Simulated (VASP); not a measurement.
# ZrPb (Pm-3m) in VASP: a series of runs, part 2 of 2

VASP 6.6.1. Earlier steps stand in the parts before.

### 3 Vibrations by perturbation theory, LDA

This run uses another cell than the first one, of 22.75 Å³/atom.

Input file INCAR:

```
SYSTEM = ZrPb
PREC = Accurate
ENCUT = 520
EDIFF = 1E-8
ISMEAR = -1
SIGMA = 0.15
LREAL = .FALSE.
LASPH = .TRUE.
NELM = 80
ALGO = Normal
ISIF = 2
LWAVE = .FALSE.
LCHARG = .FALSE.
NBANDS = 20
IBRION = 8
NSW = 1
```

Input file KPOINTS:

```
regular mesh
0
G
  12 12 12
  0 0 0
```

Input file POSCAR:

```
ZrPb
1.0
    3.5699000000      0.0000000000      0.0000000000
    0.0000000000      3.5699000000      0.0000000000
    0.0000000000      0.0000000000      3.5699000000
Zr Pb
1 1
Direct
    0.0000000000      0.0000000000      0.0000000000
    0.5000000000      0.5000000000      0.5000000000
```

Potentials or basis: VASP PAW LDA potentials, release 64 (Zr_sv, Pb_d).

The run is started by

```console
cat potpaw_LDA.64/Zr_sv/POTCAR potpaw_LDA.64/Pb_d/POTCAR > POTCAR
mpirun -np 1 vasp_std > vasp.out
```

OUTCAR:

```text
SYSTEM = ZrPb
   PREC = Accurate
   ENCUT = 520
   EDIFF = 1E-8
   ISMEAR = -1
   LREAL = .FALSE.
   LASPH = .TRUE.
   NELM = 80
   ISIF = 2
   IBRION = 8
   NSW = 1

 ion  position               nearest neighbor table
   1  0.000  0.000  0.000-   2 3.09   2 3.09   2 3.09   2 3.09   2 3.09   2 3.09   2 3.09   2 3.09

   2  0.500  0.500  0.500-   1 3.09   1 3.09   1 3.09   1 3.09   1 3.09   1 3.09   1 3.09   1 3.09

  LATTYP: Found a simple cubic cell.
 ALAT       =     3.5699000000

  Lattice vectors:

 A1 = (   3.5699000000,   0.0000000000,   0.0000000000)
 A2 = (   0.0000000000,   3.5699000000,   0.0000000000)
 A3 = (   0.0000000000,   0.0000000000,   3.5699000000)

Analysis of symmetry for initial positions (statically):
=====================================================================
 Subroutine PRICEL returns:
 Original cell was already a primitive cell.

 Routine SETGRP: Setting up the symmetry group for a
 simple cubic supercell.

 Subroutine GETGRP returns: Found 48 space group operations
 (whereof 48 operations were pure point group operations)
 out of a pool of 48 trial point group operations.

The static configuration has the point symmetry O_h .

Analysis of symmetry for dynamics (positions and initial velocities):
=====================================================================
 Subroutine PRICEL returns:
 Original cell was already a primitive cell.

 Routine SETGRP: Setting up the symmetry group for a
 simple cubic supercell.
[... 738 lines left out ...]
      1.78495      1.78495      1.78495         0.000000      0.000000      0.000000
 -----------------------------------------------------------------------------------
    total drift:                                0.000000      0.000000      0.000000

  FREE ENERGIE OF THE ION-ELECTRON SYSTEM (eV)
  ---------------------------------------------------
  free  energy   TOTEN  =       -13.8430372312 eV

  energy  without entropy=      -13.6547068654  energy(sigma->0) =      -13.74887205

[... ionic steps 2 to 3 ...]

--------------------------------------- Ionic step        4  -------------------------------------------

------------------------ aborting loop because EDIFF is reached ----------------------------------------

[... ionic steps 5 to 6 ...]

--------------------------------------- Ionic step        7  -------------------------------------------

 Free energy of the ion-electron system (eV)
  ---------------------------------------------------
  ---------------------------------------------------
  free energy    TOTEN  =        -0.33179649 eV

  energy without entropy =       -0.33179648

------------------------ aborting loop because EDIFF is reached ----------------------------------------

 INTERNAL STRAIN TENSOR  FOR ION    2  DIRECTION 1   (eV/Angst):
 -----------------------------------------------------------------------------
     0.00418  0.00000 -0.00000
     0.00000 -0.00013 -0.00000
     0.00000 -0.00000 -0.00013

 INTERNAL STRAIN TENSOR FOR ION    2 for displacements in x,y,z  (eV/Angst):
          X           Y           Z          XY          YZ          ZX
  --------------------------------------------------------------------------------
  x     0.00000     0.00000     0.00000     0.00000     0.00000     0.00000
  y     0.00000     0.00000     0.00000     0.00000     0.00000     0.00000
  z     0.00000     0.00000     0.00000     0.00000     0.00000     0.00000

 SECOND DERIVATIVES (NOT SYMMETRIZED)
 ------------------------------------
               1X          1Y          1Z          2X          2Y          2Z
  1X    -5.124170   -0.000000    0.000000    5.124170    0.000000    0.000000
  1Y    -0.000000   -5.124170    0.000000    0.000000    5.124170   -0.000000
  1Z     0.000000    0.000000   -5.124170   -0.000000   -0.000000    5.124170
  2X     5.113102   -0.000000    0.000000   -5.113102    0.000000   -0.000000
  2Y     0.000000    5.113102    0.000000   -0.000000   -5.113102   -0.000000
  2Z     0.000000    0.000000    5.113102   -0.000000   -0.000000   -5.113102

 Eigenvectors and eigenvalues of the dynamical matrix
 ----------------------------------------------------

   1 f  =    4.445151 THz    27.929710 2PiTHz  148.274289 cm-1    18.383661 meV
             X         Y         Z           dx          dy          dz
      0.000000  0.000000  0.000000    -0.000000    0.833530   -0.000000
      1.784950  1.784950  1.784950    -0.000000   -0.552474    0.000000
[... 21 lines left out ...]
   6 f/i=    0.002213 THz     0.013904 2PiTHz    0.073817 cm-1     0.009152 meV
             X         Y         Z           dx          dy          dz
      0.000000  0.000000  0.000000    -0.000000   -0.000000   -0.552474
      1.784950  1.784950  1.784950     0.000000    0.000000   -0.833530

--------------------------------------------------------------------------------------------------------

 ELASTIC MODULI CONTR FROM IONIC RELAXATION (kBar)
 Direction    XX          YY          ZZ          XY          YZ          ZX
 --------------------------------------------------------------------------------
 XX           0.0000      0.0000      0.0000      0.0000      0.0000      0.0000
 YY           0.0000      0.0000      0.0000      0.0000      0.0000      0.0000
 ZZ           0.0000      0.0000      0.0000      0.0000      0.0000      0.0000
 XY           0.0000      0.0000      0.0000      0.0000      0.0000      0.0000
 YZ           0.0000      0.0000      0.0000      0.0000      0.0000      0.0000
 ZX           0.0000      0.0000      0.0000      0.0000      0.0000      0.0000
 --------------------------------------------------------------------------------
```

OSZICAR:

```text
N       E                     dE             d eps       ncg     rms          rms(c)
DAV:   1     0.275982099523E+03    0.27598E+03   -0.13824E+04  3380   0.157E+03
DAV:   2     0.358109261294E+01   -0.27240E+03   -0.26464E+03  3464   0.424E+02
[... 50 lines left out ...]
RMM:  11    -0.331796859485E+00   -0.27029E-06   -0.72088E-08 17574   0.765E-04    0.287E-05
RMM:  12    -0.331796712219E+00    0.14727E-06   -0.52675E-08 17761   0.520E-04    0.128E-05
RMM:  13    -0.331796592525E+00    0.11969E-06   -0.52367E-08 18252   0.377E-04    0.583E-06
RMM:  14    -0.331796519415E+00    0.73110E-07   -0.67200E-08 18301   0.302E-04    0.105E-06
RMM:  15    -0.331796482708E+00    0.36707E-07   -0.35272E-09 18652   0.258E-04    0.882E-07
RMM:  16    -0.331796488125E+00   -0.54178E-08   -0.27002E-08 17664   0.234E-04    0.855E-07
 Linear response finished
```

stdout:

```text
POSCAR found type information on POSCAR ZrPb
 POSCAR found :  2 types and       2 ions
 scaLAPACK will be used
 LDA part: xc-table for (Slater(with rela. corr.)+CA(PZ))
 , standard interpolation
 POSCAR, INCAR and KPOINTS ok, starting setup
 FFT: planning ... GRIDC
 FFT: planning ... GRID_SOFT
 FFT: planning ... GRID
 WAVECAR not read
 entering main loop
 Linear response reoptimize wavefunctions to high precision
 Linear response DOF=           2
 Linear response progress:
 first order change of Fermi-energy   0.84288E-03
 force on displaced ion       1 direction 1 :  -5.124  -0.000   0.000
 Linear response progress:
 first order change of Fermi-energy  -0.15107E-03
 force on displaced ion       2 direction 1 :  -5.113   0.000  -0.000
 Linear response finished
```

It took 4.7 min on 1 thread of AMD EPYC 9R45 (Zen 5), shared host; peak memory 0.43 GiB.

Results:

| Quantity | Value |
| --- | --- |
| Highest phonon frequency at Γ | 148 cm⁻¹ |

Phonon frequencies in cm⁻¹ (negative: imaginary):
```
              q point        frequencies
(0.000, 0.000, 0.000)  0 0 0 148 148 148
```

Caveat: spin-orbit coupling is left out, which moves the levels of the heavy elements.

### 4 Vibrations by perturbation theory, LDA

This run uses another cell than the first one, of 24.32 Å³/atom.

Input file INCAR:

```
PREC = Accurate
ENCUT = 520
EDIFF = 1E-8
ISMEAR = -1
SIGMA = 0.15
LREAL = F
LASPH = T
NELM = 80
ALGO = Normal
ISIF = 2
LWAVE = F
LCHARG = F
NBANDS = 20
IBRION = 8
NSW = 1
```

Input file KPOINTS:

```
regular mesh
0
Gamma
  12 12 12
```

Input file POSCAR:

```
ZrPb
1.0
    3.6501000000      0.0000000000      0.0000000000
    0.0000000000      3.6501000000      0.0000000000
    0.0000000000      0.0000000000      3.6501000000
Zr Pb
1 1
Direct
    0.0000000000      0.0000000000      0.0000000000
    0.5000000000      0.5000000000      0.5000000000
```

Potentials or basis: VASP PAW LDA potentials, release 64 (Zr_sv, Pb_d).

The run is started by

```console
cat potpaw_LDA.64/Zr_sv/POTCAR potpaw_LDA.64/Pb_d/POTCAR > POTCAR
mpirun -np 1 vasp_std > vasp.out
```

OUTCAR:

```text
PREC = Accurate
   ENCUT = 520
   EDIFF = 1E-8
   ISMEAR = -1
   LREAL = F
   LASPH = T
   NELM = 80
   ISIF = 2
   IBRION = 8
   NSW = 1

 ion  position               nearest neighbor table
   1  0.000  0.000  0.000-   2 3.16   2 3.16   2 3.16   2 3.16   2 3.16   2 3.16   2 3.16   2 3.16

   2  0.500  0.500  0.500-   1 3.16   1 3.16   1 3.16   1 3.16   1 3.16   1 3.16   1 3.16   1 3.16

  LATTYP: Found a simple cubic cell.
 ALAT       =     3.6501000000

  Lattice vectors:

[... 807 lines left out ...]
               1X          1Y          1Z          2X          2Y          2Z
  1X    -3.798542   -0.000000    0.000000    3.798542    0.000000   -0.000000
  1Y    -0.000000   -3.798542    0.000000    0.000000    3.798542   -0.000000
  1Z     0.000000   -0.000000   -3.798542   -0.000000    0.000000    3.798542
  2X     3.790887   -0.000000    0.000000   -3.790887    0.000000   -0.000000
  2Y    -0.000000    3.790887    0.000000    0.000000   -3.790887   -0.000000
  2Z     0.000000    0.000000    3.790887   -0.000000   -0.000000   -3.790887

 Eigenvectors and eigenvalues of the dynamical matrix
 ----------------------------------------------------

   1 f  =    3.827303 THz    24.047656 2PiTHz  127.665095 cm-1    15.828447 meV
             X         Y         Z           dx          dy          dz
      0.000000  0.000000  0.000000    -0.766891   -0.326528    0.000000
      1.825050  1.825050  1.825050     0.508341    0.216442   -0.000000
[... 21 lines left out ...]
   6 f/i=    0.001778 THz     0.011170 2PiTHz    0.059298 cm-1     0.007352 meV
             X         Y         Z           dx          dy          dz
      0.000000  0.000000  0.000000    -0.000196   -0.124657   -0.538255
      1.825050  1.825050  1.825050    -0.000295   -0.188060   -0.812019

--------------------------------------------------------------------------------------------------------

 ELASTIC MODULI CONTR FROM IONIC RELAXATION (kBar)
 Direction    XX          YY          ZZ          XY          YZ          ZX
 --------------------------------------------------------------------------------
 XX           0.0000      0.0000      0.0000      0.0000      0.0000      0.0000
 YY           0.0000      0.0000      0.0000      0.0000      0.0000      0.0000
 ZZ           0.0000      0.0000      0.0000      0.0000      0.0000      0.0000
 XY           0.0000      0.0000      0.0000      0.0000      0.0000      0.0000
 YZ           0.0000      0.0000      0.0000      0.0000      0.0000      0.0000
 ZX           0.0000      0.0000      0.0000      0.0000      0.0000      0.0000
 --------------------------------------------------------------------------------
```

Run time: 6 min. Hardware: 1 thread of AMD EPYC 9R45 (Zen 5), shared host; peak memory 0.45 GiB.

Results:

```
Highest phonon frequency at Γ : 128 cm⁻¹
```

Phonon frequencies in cm⁻¹ (negative: imaginary):
| q point | frequencies |
| --- | --- |
| (0.000, 0.000, 0.000) | 0 0 0 128 128 128 |

Caveat: the cell stands under pressure or tension, which shifts response properties; spin-orbit coupling is left out, which moves the levels of the heavy elements.
